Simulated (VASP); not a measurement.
# Cr (Cmcm) in VASP: single point with r2SCAN

Aim: the single point of Cr with r2SCAN.

All numbers are computed with VASP 6.6.1; they aren't measurements. Logs are shortened: lines on timing, memory, paths and dates and some standing lists are left out, and cuts for length are marked.

**1. The cell of the first run**

The structure is orthorhombic, space group Cmcm (No. 63). The conventional cell has a = 2.297 Å, b = 4.927 Å, c = 4.097 Å, α = 90.00°, β = 90.00°, γ = 90.00°. Within 3.0 Å of Cr (site symmetry m2m) lie 12 Cr at 2.30 to 2.72 Å.

**2. Single point, r2SCAN**

Input file POSCAR:

```
Cr
1.0
    1.1484591785     -2.4633230932      0.0000000000
    1.1484591785      2.4633230932      0.0000000000
    0.0000000000      0.0000000000      4.0972248070
Cr
2
Direct
    0.1305047578      0.8694952422      0.7500000000
    0.8694952422      0.1305047578      0.2500000000
```

Input file INCAR.step1:

```
ALGO = Normal
EDIFF = 1E-5
ENCUT = 660
GGA = PE
GGA_COMPAT = F
ISMEAR = 0
LASPH = T
LCHARG = F
LREAL = F
LWAVE = T
NBANDS = 21
NELM = 120
PREC = Accurate
SIGMA = 0.1
```

Input file INCAR.step2:

```
ALGO = Normal
EDIFF = 1E-6
ENCUT = 660
GGA_COMPAT = F
ISIF = 2
ISMEAR = 0
ISTART = 1
LASPH = T
LCHARG = T
LELF = T
LMIXTAU = T
LREAL = F
LVHAR = T
LWAVE = F
METAGGA = R2SCAN
NBANDS = 21
NELM = 120
PREC = Accurate
SIGMA = 0.1
```

Input file KPOINTS:

```
k-points
0
Gamma
  20 20 10
```

Potentials or basis: VASP PAW PBE potentials, release 64 (Cr_sv).

Started as:

```bash
$ cat potpaw_PBE.64/Cr_sv/POTCAR > POTCAR
$ cp INCAR.step1 INCAR
$ mpirun -np 1 vasp_std > vasp.out
$ cp INCAR.step2 INCAR
$ mpirun -np 1 vasp_std > vasp.out
```

OUTCAR:

```text
EDIFF = 1E-6
   ENCUT = 660
   ISIF = 2
   ISMEAR = 0
   ISTART = 1
   LASPH = T
   LREAL = F
   METAGGA = R2SCAN
   NELM = 120
   PREC = Accurate

 ion  position               nearest neighbor table
   1  0.131  0.869  0.750-   2 2.42   2 2.42   2 2.63   2 2.63   2 2.63   2 2.63
   2  0.869  0.131  0.250-   1 2.42   1 2.42   1 2.63   1 2.63   1 2.63   1 2.63

  LATTYP: Found a base centered orthorhombic cell.
 ALAT       =     2.2969183570
 B/A-ratio  =     2.1448939060
 C/A-ratio  =     1.7837920945

  Lattice vectors:

 A1 = (   1.1484591785,  -2.4633230932,   0.0000000000)
 A2 = (   1.1484591785,   2.4633230932,   0.0000000000)
 A3 = (   0.0000000000,   0.0000000000,   4.0972248070)

Analysis of symmetry for initial positions (statically):
=====================================================================
 Subroutine PRICEL returns:
 Original cell was already a primitive cell.

 Routine SETGRP: Setting up the symmetry group for a
 base centered orthorhombic supercell.

 Subroutine GETGRP returns: Found  8 space group operations
 (whereof  4 operations were pure point group operations)
 out of a pool of  8 trial point group operations.

The static configuration has the point symmetry C_2h.
 The point group associated with its full space group is D_2h.

Analysis of symmetry for dynamics (positions and initial velocities):
=====================================================================
 Subroutine PRICEL returns:
 Original cell was already a primitive cell.

 Routine SETGRP: Setting up the symmetry group for a
 base centered orthorhombic supercell.

 Subroutine GETGRP returns: Found  8 space group operations
 (whereof  4 operations were pure point group operations)
 out of a pool of  8 trial point group operations.

The dynamic configuration has the point symmetry C_2h.
 The point group associated with its full space group is D_2h.

 Subroutine INISYM returns: Found  8 space group operations
 (whereof  4 operations are pure point group operations),
 and found     1 'primitive' translations

----------------------------------------------------------------------------------------

                                     Primitive cell

  volume of cell :      23.1823

  direct lattice vectors                    reciprocal lattice vectors
     1.148459179 -2.463323093  0.000000000     0.435365931 -0.202977840  0.000000000
     1.148459179  2.463323093  0.000000000     0.435365931  0.202977840  0.000000000
     0.000000000  0.000000000  4.097224807     0.000000000  0.000000000  0.244067643

  length of vectors
     2.717888730  2.717888730  4.097224807     0.480357677  0.480357677  0.244067643

  position of ions in fractional coordinates (direct lattice)
     0.130504758  0.869495242  0.750000000
     0.869495242  0.130504758  0.250000000

  ion indices of the primitive-cell ions
   primitive index   ion index
                 1           1
                 2           2

----------------------------------------------------------------------------------------

 KPOINTS: k-points

Automatic generation of k-mesh.
 Grid dimensions read from file:
 generate k-points for:   20   20   10

 Generating k-lattice:

  Cartesian coordinates                     Fractional coordinates (reciprocal lattice)
     0.021768297 -0.010148892  0.000000000     0.050000000  0.000000000  0.000000000
     0.021768297  0.010148892  0.000000000     0.000000000  0.050000000  0.000000000
     0.000000000  0.000000000  0.024406764     0.000000000  0.000000000  0.100000000

  Length of vectors
     0.024017884  0.024017884  0.024406764

  Shift w.r.t. Gamma in fractional coordinates (k-lattice)
     0.000000000  0.000000000  0.000000000

 Subroutine IBZKPT returns following result:
 ===========================================

 Found    666 irreducible k-points:

 Following reciprocal coordinates:
            Coordinates               Weight
  0.000000  0.000000  0.000000      1.000000
  0.050000 -0.000000  0.000000      4.000000
  0.100000  0.000000  0.000000      4.000000
  0.150000  0.000000  0.000000      4.000000
  0.200000  0.000000  0.000000      4.000000
  0.250000  0.000000  0.000000      4.000000
[... 16 lines left out ...]
 -0.400000  0.050000  0.000000      4.000000
 -0.350000  0.050000  0.000000      4.000000
 [... further k-points ...]
   k-points           NKPTS =    666   k-points in BZ     NKDIM =    666   number of bands    NBANDS=     21
   number of dos      NEDOS =    301   number of ions     NIONS =      2
   total plane-waves  NPLWV =  20736
   dimension x,y,z NGX =    24 NGY =   24 NGZ =   36
   dimension x,y,z NGXF=    48 NGYF=   48 NGZF=   72
   ions per type =               2
   NGX,Y,Z   is equivalent  to a cutoff of  14.68, 14.68, 14.61 a.u.
   NGXF,Y,Z  is equivalent  to a cutoff of  29.36, 29.36, 29.21 a.u.
 SYSTEM =  unknown system
   PREC   = accura    normal or accurate (medium, high low for compatibility)
   ISTART =      1    job   : 0-new  1-cont  2-samecut
   ICHARG =      0    charge: 1-file 2-atom 10-const
   ISPIN  =      1    spin polarized calculation?
   LNONCOLLINEAR =      F non collinear calculations
   LSORBIT =      F    spin-orbit coupling
   LASPH  =      T    aspherical Exc in radial PAW
   ENCUT  =  660.0 eV  48.51 Ry    6.96 a.u.   5.69  5.69  8.58*2*pi/ulx,y,z
   NELM   =    120;   NELMIN=  2; NELMDL=  0     # of ELM steps
   EDIFF  = 0.1E-05   stopping-criterion for ELM
   LREAL  =      F    real-space projection
   EDIFFG = 0.1E-04   stopping-criterion for IOM
   NSW    =      0    number of steps for IOM
   IBRION =     -1    ionic relax: 0-MD 1-quasi-New 2-CG
   NFREE  =      0    steps in history (QN), initial steepest desc. (CG)
   ISIF   =      2    stress and relaxation
   ISYM   =      2    0-nonsym 1-usesym 2-fastsym
   POTIM  = 0.5000    time-step for ionic-motion
   TEBEG  =    0.0;   TEEND  =   0.0 temperature during run
   PSTRESS=    0.0 pullay stress
   NELECT =      28.0000    total number of electrons
   NUPDOWN=      -1.0000    fix difference up-down
   EMIN   =  10.00;   EMAX   =-10.00  energy-range for DOS
   EFERMI =   0.00;   METHOD = LEGACY
   ISMEAR =     0;   SIGMA  =   0.10  broadening in eV -4-tet -1-fermi 0-gaus
   EFERMI_NEDOS =   21; number of points for ismear=-14 and -15
   IALGO  =     38    algorithm
   IMIX   =      4    mixing-type and parameters
     AMIX     =   0.40;   BMIX     =  1.00
     AMIX_MAG =   1.60;   BMIX_MAG =  1.00
  volume/ion in A,a.u.               =      11.59        78.22
  Fermi-wavevector in a.u.,A,eV,Ry     =   1.743446  3.294636 41.356341  3.039605
  Thomas-Fermi vector in A             =   2.815517
   LORBIT       =      0    0 simple, 1 ext, 2 COOP (PROOUT), +10 PAW based schemes
   METAGGA = R2SCAN    functional components
   LHFCALC =     F    Hartree Fock is set to
   AEXX    =    0.0000 exact exchange contribution
   IVDW    =     0    specifies the selected vdW correction
   LEPSILON=     F    determine dielectric tensor
   LRPA    =     F    only Hartree local field effects (RPA)
 non-spin polarized calculation
 Gauss-broadening in eV      SIGMA  =   0.10
  energy-cutoff  :      660.00
  volume of cell :       23.18
 maximum number of plane-waves:       911
   NGX = 11   NGY = 11   NGZ = 17

 number of electron      27.9999997 magnetization

 Free energy of the ion-electron system (eV)
  ---------------------------------------------------
  ext. energy  EPLUGINS =         0.00000000
  ---------------------------------------------------
  free energy    TOTEN  =       -29.01421288 eV

  energy without entropy =      -29.00120613  energy(sigma->0) =      -29.00770951

 E-fermi :  13.8454     XC(G=0): -14.8790

 val. band max:       13.8451228595   @ k =  -0.4000   0.1000   0.4000
 cond. band min:      13.8465959911   @ k =   0.3500   0.1000   0.4000
 fundamental gap:      0.0014731315
 Fermi energy:        13.8454140623

 k-point     1 :       0.0000    0.0000    0.0000
  band No.  band energies     occupation
      1     -60.8432      2.00000
      2     -60.6369      2.00000
      3     -31.2890      2.00000
      4     -30.7220      2.00000
      5     -30.4806      2.00000
      6     -30.3277      2.00000
[... 13 lines left out ...]
     20      16.3828      0.00000
     21      23.8189      0.00000

 k-point     2 :       0.0500   -0.0000    0.0000
  band No.  band energies     occupation
      1     -60.8368      2.00000
      2     -60.6324      2.00000
      3     -31.2802      2.00000
      4     -30.7228      2.00000
      5     -30.4838      2.00000
      6     -30.3279      2.00000
[... 13 lines left out ...]
     20      16.6375      0.00000
     21      23.8199      0.00000

 k-point     3 :       0.1000    0.0000    0.0000
  band No.  band energies     occupation
      1     -60.8182      2.00000
      2     -60.6192      2.00000
      3     -31.2553      2.00000
      4     -30.7260      2.00000
      5     -30.4960      2.00000
      6     -30.3505      2.00000
[... 13 lines left out ...]
     20      17.5269      0.00000
     21      23.8239      0.00000

 k-point     4 :       0.1500    0.0000    0.0000
  band No.  band energies     occupation
      1     -60.7891      2.00000
      2     -60.5988      2.00000
      3     -31.2156      2.00000
      4     -30.7326      2.00000
      5     -30.5450      2.00000
      6     -30.4645      2.00000
[... 13 lines left out ...]
     20      18.5886      0.00000
     21      23.8383      0.00000

 k-point     5 :       0.2000    0.0000    0.0000
  band No.  band energies     occupation
      1     -60.7520      2.00000
      2     -60.5732      2.00000
      3     -31.1644      2.00000
      4     -30.7602      2.00000
      5     -30.6772      2.00000
      6     -30.6285      2.00000
[... 13 lines left out ...]
     20      19.7173      0.00000
     21      23.8706      0.00000

 k-point     6 :       0.2500    0.0000    0.0000
  band No.  band energies     occupation
      1     -60.7102      2.00000
      2     -60.5451      2.00000
      3     -31.1055      2.00000
      4     -30.9121      2.00000
      5     -30.8084      2.00000
      6     -30.7232      2.00000
[... 13 lines left out ...]
     20      20.8837      0.00000
     21      23.9239      0.00000

 k-point     7 :       0.3000    0.0000    0.0000
  band No.  band energies     occupation
      1     -60.6676      2.00000
      2     -60.5174      2.00000
      3     -31.1019      2.00000
      4     -31.0438      2.00000
      5     -30.9858      2.00000
      6     -30.7317      2.00000
[... 13 lines left out ...]
     20      22.0668      0.00000
     21      23.9685      0.00000
[... 291 lines left out ...]
      1     -60.5682      2.00000
      2     -60.4582      2.00000
      3     -31.5250      2.00000
      4     -31.3753      2.00000
      5     -30.8900      2.00000
      6     -30.7414      2.00000
[... 13 lines left out ...]
     20      21.6982      0.00000
     21      25.6957      0.00000

 k-point    21 :       0.5000    0.0500    0.0000
  band No.  band energies     occupation
      1     -60.5718      2.00000
      2     -60.4629      2.00000
      3     -31.5006      2.00000
      4     -31.3476      2.00000
      5     -30.8904      2.00000
      6     -30.7500      2.00000
[... 13 lines left out ...]
     20      21.8920      0.00000
     21      25.5849      0.00000

 k-point    22 :      -0.4500    0.0500    0.0000
  band No.  band energies     occupation
      1     -60.5894      2.00000
      2     -60.4752      2.00000
      3     -31.4194      2.00000
      4     -31.2681      2.00000
      5     -30.9141      2.00000
      6     -30.7572      2.00000
[... 13 lines left out ...]
     20      22.8338      0.00000
     21      24.8153      0.00000

 k-point    23 :      -0.4000    0.0500    0.0000
  band No.  band energies     occupation
      1     -60.6190      2.00000
      2     -60.4941      2.00000
      3     -31.2885      2.00000
      4     -31.1435      2.00000
      5     -30.9572      2.00000
      6     -30.7618      2.00000
[... 13 lines left out ...]
     20      23.6965      0.00000
     21      23.7696      0.00000

 k-point    24 :      -0.3500    0.0500    0.0000
  band No.  band energies     occupation
      1     -60.6569      2.00000
      2     -60.5182      2.00000
      3     -31.1209      2.00000
      4     -31.0129      2.00000
      5     -30.9852      2.00000
      6     -30.7625      2.00000
[... 13 lines left out ...]
     20      22.6308      0.00000
     21      23.9631      0.00000

 [... further k-points ...]

------------------------ aborting loop because EDIFF is reached ----------------------------------------

  FORCE on cell =-STRESS in cart. coord.  units (eV):
  Direction    XX          YY          ZZ          XY          YZ          ZX
  --------------------------------------------------------------------------------------
  -------------------------------------------------------------------------------------
  Total       -0.3126356     -0.3226418     -0.3235616      0.0000000      0.0000000      0.0000000
  in kB      -21.6068894    -22.2984410    -22.3620079      0.0000000      0.0000000      0.0000000
  external PRESSURE =     -22.0891128 kB  Pullay stress =       0.0000000 kB

 VOLUME and BASIS-vectors are now :
 -----------------------------------------------------------------------------
  energy-cutoff  :      660.00
  volume of cell :       23.18
      direct lattice vectors                 reciprocal lattice vectors
     1.148459179 -2.463323093  0.000000000     0.435365931 -0.202977840  0.000000000
     1.148459179  2.463323093  0.000000000     0.435365931  0.202977840  0.000000000
     0.000000000  0.000000000  4.097224807     0.000000000  0.000000000  0.244067643

 POSITION                                       TOTAL-FORCE (eV/Angst)
 -----------------------------------------------------------------------------------
      1.14846      1.82037      3.07292         0.000000      0.001836     -0.000000
      1.14846     -1.82037      1.02431         0.000000     -0.001836      0.000000
 -----------------------------------------------------------------------------------
    total drift:                                0.000000     -0.000000      0.000000

  FREE ENERGIE OF THE ION-ELECTRON SYSTEM (eV)
  ---------------------------------------------------
  free  energy   TOTEN  =       -29.0142128832 eV

  energy  without entropy=      -29.0012061269  energy(sigma->0) =      -29.00770951
```

It took 11 min on 1 thread of Intel Xeon 6975P-C (Granite Rapids), shared host; peak memory 0.45 GiB.

Results:

```
Free energy            : -29.0142 eV
Pressure               : -2.2 GPa
Band gap on the k mesh : zero (bands 14 and 15 overlap by 0.74 eV)
```

Caveat: the PAW data sets were made with another functional, which shifts forces and pressure a little; the run has no spin polarisation, though such a crystal can be magnetic. Spin polarisation is off, so any magnetic state and its effect on volume and gap are missing.
